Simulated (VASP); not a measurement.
# Bi (P-1) in VASP: electric field gradients with PBEsol

Aim: the electric field gradients of Bi with PBEsol.

Program: VASP 6.6.1. These are calculated values, not measurements. Logs are shortened: lines on timing, memory, paths and dates and some standing lists are left out, and cuts for length are marked.

## 1. The cell of the first run

The typed cell holds 2 atoms: a = 4.539 Å, b = 4.578 Å, c = 11.830 Å, α = 90.41°, β = 91.14°, γ = 120.85°.

## 2. Electric field gradients, PBEsol (equal xy, yz and zx shear strains of -2 %)

Input file INCAR:

```
SYSTEM = Bi
PREC     = Accurate       ! precision mode
ENCUT    = 520            ! plane-wave cutoff, eV
EDIFF    = 1E-8           ! SCF threshold, eV
ISMEAR   = -1             ! smearing method
SIGMA    = 0.08           ! smearing width, eV
LREAL    = .False.        ! projectors in reciprocal space
LASPH    = .True.         ! aspherical terms in the spheres
NELM     = 60             ! most SCF steps
ALGO     = Normal         ! electronic algorithm
ISIF     = 2              ! what is computed and relaxed
LWAVE    = .False.        ! write WAVECAR
LCHARG   = .False.        ! write CHGCAR
GGA      = PS             ! functional
LEFG     = .True.       
NBANDS   = 22             ! bands
```

Input file KPOINTS:

```
regular mesh
0
Gamma
  9 9 3
  0 0 0
```

Input file POSCAR:

```
Bi
1.0
    4.5390002997     -0.0453900030     -0.0453900030
   -2.3088090456      3.9535845689     -0.0166138942
   -0.1182900000     -0.1182900000     11.8290000000
Bi
2
Direct
    0.3333333333      0.6666666667      0.2500000000
    0.6666666667      0.3333333333      0.7500000000
```

Potentials or basis: VASP PAW PBE potentials, release 64 (Bi_d).

Started as:

```bash
> cat potpaw_PBE.64/Bi_d/POTCAR > POTCAR
> mpirun -np 1 vasp_std > vasp.out
```

OUTCAR:

```text
SYSTEM = Bi
   PREC = Accurate
   ENCUT = 520
   EDIFF = 1E-8
   ISMEAR = -1
   LREAL = .False.
   LASPH = .True.
   NELM = 60
   ISIF = 2
   GGA = PS

 ion  position               nearest neighbor table
   1  0.333  0.667  0.250-
   2  0.667  0.333  0.750-

  LATTYP: Found a triclinic cell.
 ALAT       =     4.5001758052
 B/A-ratio  =     1.0087281861
 C/A-ratio  =     2.6288268176
 COS(alpha) =     0.0198960208
 COS(beta)  =     0.0274156886
 COS(gamma) =     0.4869832429

  Lattice vectors:

 A1 = (   2.2301912541,   3.9081945659,  -0.0620038972)
 A2 = (   4.5390002997,  -0.0453900030,  -0.0453900030)
 A3 = (   0.1182900000,   0.1182900000, -11.8290000000)

Analysis of symmetry for initial positions (statically):
=====================================================================
 Subroutine PRICEL returns:
 Original cell was already a primitive cell.

 Routine SETGRP: Setting up the symmetry group for a
 triclinic supercell.

 Subroutine GETGRP returns: Found  2 space group operations
 (whereof  2 operations were pure point group operations)
 out of a pool of  2 trial point group operations.

The static configuration has the point symmetry S_2 .

Analysis of symmetry for dynamics (positions and initial velocities):
=====================================================================
 Subroutine PRICEL returns:
 Original cell was already a primitive cell.

 Routine SETGRP: Setting up the symmetry group for a
 triclinic supercell.

 Subroutine GETGRP returns: Found  2 space group operations
 (whereof  2 operations were pure point group operations)
 out of a pool of  2 trial point group operations.

The dynamic configuration has the point symmetry S_2 .

 Subroutine INISYM returns: Found  2 space group operations
 (whereof  2 operations are pure point group operations),
 and found     1 'primitive' translations

----------------------------------------------------------------------------------------

                                     Primitive cell

  volume of cell :     210.9929

  direct lattice vectors                    reciprocal lattice vectors
     4.539000300 -0.045390003 -0.045390003     0.221642431  0.129449205  0.003510916
    -2.308809046  3.953584569 -0.016613894     0.002570169  0.254446746  0.002570169
    -0.118290000 -0.118290000 11.829000000     0.000854092  0.000854092  0.084555082

  length of vectors
     4.539454177  4.578395590 11.830182841     0.256699806  0.254472706  0.084563708

  position of ions in fractional coordinates (direct lattice)
     0.333333333  0.666666667  0.250000000
     0.666666667  0.333333333  0.750000000

  ion indices of the primitive-cell ions
   primitive index   ion index
                 1           1
                 2           2

----------------------------------------------------------------------------------------

 KPOINTS: regular mesh

Automatic generation of k-mesh.
 Grid dimensions read from file:
 generate k-points for:    9    9    3

 Generating k-lattice:

  Cartesian coordinates                     Fractional coordinates (reciprocal lattice)
     0.024626937  0.014383245  0.000390102     0.111111111 -0.000000000  0.000000000
     0.000285574  0.028271861  0.000285574    -0.000000000  0.111111111 -0.000000000
     0.000284697  0.000284697  0.028185027     0.000000000  0.000000000  0.333333333

  Length of vectors
     0.028522201  0.028274745  0.028187903

  Shift w.r.t. Gamma in fractional coordinates (k-lattice)
     0.000000000  0.000000000  0.000000000

 Subroutine IBZKPT returns following result:
 ===========================================

 Found    122 irreducible k-points:

 Following reciprocal coordinates:
            Coordinates               Weight
  0.000000  0.000000  0.000000      1.000000
  0.111111  0.000000  0.000000      2.000000
  0.222222  0.000000  0.000000      2.000000
  0.333333  0.000000 -0.000000      2.000000
  0.444444  0.000000  0.000000      2.000000
  0.000000  0.111111  0.000000      2.000000
[... 16 lines left out ...]
 -0.111111  0.222222 -0.000000      2.000000
  0.000000  0.333333 -0.000000      2.000000
 [... further k-points ...]
   k-points           NKPTS =    122   k-points in BZ     NKDIM =    122   number of bands    NBANDS=     22
   number of dos      NEDOS =    301   number of ions     NIONS =      2
   total plane-waves  NPLWV = 116640
   dimension x,y,z NGX =    36 NGY =   36 NGZ =   90
   dimension x,y,z NGXF=    72 NGYF=   72 NGZF=  180
   ions per type =               2
   NGX,Y,Z   is equivalent  to a cutoff of  13.18, 13.07, 12.65 a.u.
   NGXF,Y,Z  is equivalent  to a cutoff of  26.37, 26.14, 25.29 a.u.
 SYSTEM =  Bi
   PREC   = accura    normal or accurate (medium, high low for compatibility)
   ISTART =      0    job   : 0-new  1-cont  2-samecut
   ICHARG =      2    charge: 1-file 2-atom 10-const
   ISPIN  =      1    spin polarized calculation?
   LNONCOLLINEAR =      F non collinear calculations
   LSORBIT =      F    spin-orbit coupling
   LASPH  =      T    aspherical Exc in radial PAW
   ENCUT  =  520.0 eV  38.22 Ry    6.18 a.u.   8.44  8.51 22.00*2*pi/ulx,y,z
   NELM   =     60;   NELMIN=  2; NELMDL= -5     # of ELM steps
   EDIFF  = 0.1E-07   stopping-criterion for ELM
   LREAL  =      F    real-space projection
   EDIFFG = 0.1E-06   stopping-criterion for IOM
   NSW    =      0    number of steps for IOM
   IBRION =     -1    ionic relax: 0-MD 1-quasi-New 2-CG
   NFREE  =      0    steps in history (QN), initial steepest desc. (CG)
   ISIF   =      2    stress and relaxation
   ISYM   =      2    0-nonsym 1-usesym 2-fastsym
   POTIM  = 0.5000    time-step for ionic-motion
   TEBEG  =    0.0;   TEEND  =   0.0 temperature during run
   PSTRESS=    0.0 pullay stress
   NELECT =      30.0000    total number of electrons
   NUPDOWN=      -1.0000    fix difference up-down
   EMIN   =  10.00;   EMAX   =-10.00  energy-range for DOS
   EFERMI =   0.00;   METHOD = LEGACY
   ISMEAR =    -1;   SIGMA  =   0.08  broadening in eV -4-tet -1-fermi 0-gaus
   EFERMI_NEDOS =   21; number of points for ismear=-14 and -15
   IALGO  =     38    algorithm
   IMIX   =      4    mixing-type and parameters
     AMIX     =   0.40;   BMIX     =  1.00
     AMIX_MAG =   1.60;   BMIX_MAG =  1.00
  volume/ion in A,a.u.               =     105.50       711.93
  Fermi-wavevector in a.u.,A,eV,Ry     =   0.854462  1.614699  9.933679  0.730105
  Thomas-Fermi vector in A             =   1.971062
   LORBIT       =      0    0 simple, 1 ext, 2 COOP (PROOUT), +10 PAW based schemes
   GGA     = PS    functional components
   LHFCALC =     F    Hartree Fock is set to
   AEXX    =    0.0000 exact exchange contribution
   IVDW    =     0    specifies the selected vdW correction
   LEPSILON=     F    determine dielectric tensor
   LRPA    =     F    only Hartree local field effects (RPA)
 non-spin polarized calculation
  energy-cutoff  :      520.00
  volume of cell :      210.99
 maximum number of plane-waves:      5726
 NGX is ok and might be reduce to    36
   NGX = 17   NGY = 17   NGZ = 43

 number of electron      29.9999994 magnetization

 Free energy of the ion-electron system (eV)
  ---------------------------------------------------
  ext. energy  EPLUGINS =         0.00000000
  ---------------------------------------------------
  free energy    TOTEN  =        -3.44751010 eV

  energy without entropy =       -3.29355601  energy(sigma->0) =       -3.37053305

 E-fermi :  -1.1433     XC(G=0):  -5.4215

 val. band max:       -1.1463163322   @ k =  -0.3333   0.3333   0.3333
 cond. band min:      -1.1426300671   @ k =  -0.1111  -0.3333   0.3333
 fundamental gap:      0.0036862652
 Fermi energy:        -1.1433365271

 k-point     1 :       0.0000    0.0000    0.0000
  band No.  band energies     occupation
      1     -23.9173      2.00000
      2     -23.9172      2.00000
      3     -23.9165      2.00000
      4     -23.9165      2.00000
      5     -23.9076      2.00000
      6     -23.9076      2.00000
[... 14 lines left out ...]
     21       4.5204      0.00000
     22       4.7345      0.00000

 k-point     2 :       0.1111    0.0000    0.0000
  band No.  band energies     occupation
      1     -23.9169      2.00000
      2     -23.9169      2.00000
      3     -23.9161      2.00000
      4     -23.9160      2.00000
      5     -23.9077      2.00000
      6     -23.9077      2.00000
[... 14 lines left out ...]
     21       4.6907      0.00000
     22       4.9338      0.00000

 k-point     3 :       0.2222    0.0000    0.0000
  band No.  band energies     occupation
      1     -23.9171      2.00000
      2     -23.9170      2.00000
      3     -23.9139      2.00000
      4     -23.9138      2.00000
      5     -23.9079      2.00000
      6     -23.9079      2.00000
[... 14 lines left out ...]
     21       4.5884      0.00000
     22       5.1499      0.00000

 k-point     4 :       0.3333    0.0000   -0.0000
  band No.  band energies     occupation
      1     -23.9175      2.00000
      2     -23.9174      2.00000
      3     -23.9112      2.00000
      4     -23.9112      2.00000
      5     -23.9082      2.00000
      6     -23.9082      2.00000
[... 14 lines left out ...]
     21       4.2874      0.00000
     22       4.8093      0.00000

 k-point     5 :       0.4444    0.0000    0.0000
  band No.  band energies     occupation
      1     -23.9177      2.00000
      2     -23.9177      2.00000
      3     -23.9095      2.00000
      4     -23.9095      2.00000
      5     -23.9084      2.00000
      6     -23.9084      2.00000
[... 417 lines left out ...]
 k-point    22 :      -0.2222    0.2222   -0.0000
  band No.  band energies     occupation
      1     -23.9169      2.00000
      2     -23.9169      2.00000
      3     -23.9137      2.00000
      4     -23.9137      2.00000
      5     -23.9085      2.00000
      6     -23.9085      2.00000
[... 14 lines left out ...]
     21       4.6015      0.00000
     22       5.1914      0.00000

 k-point    23 :      -0.1111    0.2222   -0.0000
  band No.  band energies     occupation
      1     -23.9168      2.00000
      2     -23.9168      2.00000
      3     -23.9144      2.00000
      4     -23.9144      2.00000
      5     -23.9082      2.00000
      6     -23.9082      2.00000
[... 14 lines left out ...]
     21       4.7551      0.00000
     22       5.5783      0.00000

 k-point    24 :       0.0000    0.3333   -0.0000
  band No.  band energies     occupation
      1     -23.9169      2.00000
      2     -23.9169      2.00000
      3     -23.9118      2.00000
      4     -23.9118      2.00000
      5     -23.9087      2.00000
      6     -23.9087      2.00000
[... 14 lines left out ...]
     21       4.3261      0.00000
     22       4.8439      0.00000

 [... further k-points ...]
[... 5 lines left out ...]
  --------------------------------------------------------------------------------------
  -------------------------------------------------------------------------------------
  Total       -6.5874306     -6.5990832     -0.5127531     -0.1067104      0.0553871      0.0553385
  in kB      -50.0217319    -50.1102164     -3.8935971     -0.8103066      0.4205826      0.4202134
  external PRESSURE =     -34.6751818 kB  Pullay stress =       0.0000000 kB

 VOLUME and BASIS-vectors are now :
 -----------------------------------------------------------------------------
  energy-cutoff  :      520.00
  volume of cell :      210.99
      direct lattice vectors                 reciprocal lattice vectors
     4.539000300 -0.045390003 -0.045390003     0.221642431  0.129449205  0.003510916
    -2.308809046  3.953584569 -0.016613894     0.002570169  0.254446746  0.002570169
    -0.118290000 -0.118290000 11.829000000     0.000854092  0.000854092  0.084555082

 POSITION                                       TOTAL-FORCE (eV/Angst)
 -----------------------------------------------------------------------------------
     -0.05578      2.59102      2.93104        -0.001254      0.000031     -0.000257
      2.16768      1.19888      8.83595         0.001254     -0.000031      0.000257
 -----------------------------------------------------------------------------------
    total drift:                               -0.000000      0.000000      0.000000

  FREE ENERGIE OF THE ION-ELECTRON SYSTEM (eV)
  ---------------------------------------------------
  free  energy   TOTEN  =        -3.4475100966 eV

  energy  without entropy=       -3.2935560067  energy(sigma->0) =       -3.37053305

 Electric field gradients (V/A^2)
---------------------------------------------------------------------
 ion       V_xx      V_yy      V_zz      V_xy      V_xz      V_yz
---------------------------------------------------------------------
   1     113.030   112.985  -226.014   -10.321    -3.237    -3.240
   2     113.030   112.985  -226.014   -10.321    -3.237    -3.240
---------------------------------------------------------------------

 Electric field gradients after diagonalization (V/A^2)
 (convention: |V_zz| > |V_xx| > |V_yy|)
----------------------------------------------------------------------
 ion       V_xx      V_yy      V_zz     asymmetry (V_yy - V_xx)/ V_zz
----------------------------------------------------------------------
   1     123.328   102.750  -226.078       0.091
   2     123.328   102.750  -226.078       0.091
----------------------------------------------------------------------

           NMR quadrupolar parameters

 Cq : quadrupolar parameter    Cq=e*Q*V_zz/h
 eta: asymmetry parameters     (V_yy - V_xx)/ V_zz
 Q  : nuclear electric quadrupole moment in mb (millibarn)
----------------------------------------------------------------------
 ion       Cq(MHz)       eta       Q (mb)
----------------------------------------------------------------------
   1      -0.547       0.091       1.000
   2      -0.547       0.091       1.000
----------------------------------------------------------------------
```

It took 7.6 min on 1 thread of Intel Xeon Platinum 8259CL at 2.50GHz (Skylake/Cascade Lake), shared host; peak memory 0.63 GiB.

What came out:

```
Free energy                             : -3.4475 eV
Pressure                                : -3.5 GPa
Band gap on the k mesh                  : zero (bands 15 and 16 overlap by 2.09 eV)
Largest electric field gradient by atom : Bi -226.1 V/Å²
```

Levels at points of the mesh, in eV from the Fermi level:
```
           k point  band 11  band 12  band 13  band 14  band 15  band 16  band 17  band 18  band 19  band 20
(0.00, 0.00, 0.00)   -10.34   -10.33    -0.83    -0.33     1.37     1.38     1.45     1.46     3.02     4.50
```

Electric field gradients, principal values (V/Å²):
| atom | least | middle | greatest (by size) |
| --- | --- | --- | --- |
| 1 Bi | 102.750 | 123.328 | -226.078 |
| 2 Bi | 102.750 | 123.328 | -226.078 |

Caveat: the cell differs from its parent crystal (equal xy, yz and zx shear strains of -2 %); the cell stands under tension; without QUAD_EFG the Cq values of the log hold for a quadrupole moment of 1 mb, not for the nuclei; the PAW data sets were made with another functional, which shifts forces and pressure a little; spin-orbit coupling is left out, which moves the levels of the heavy elements.
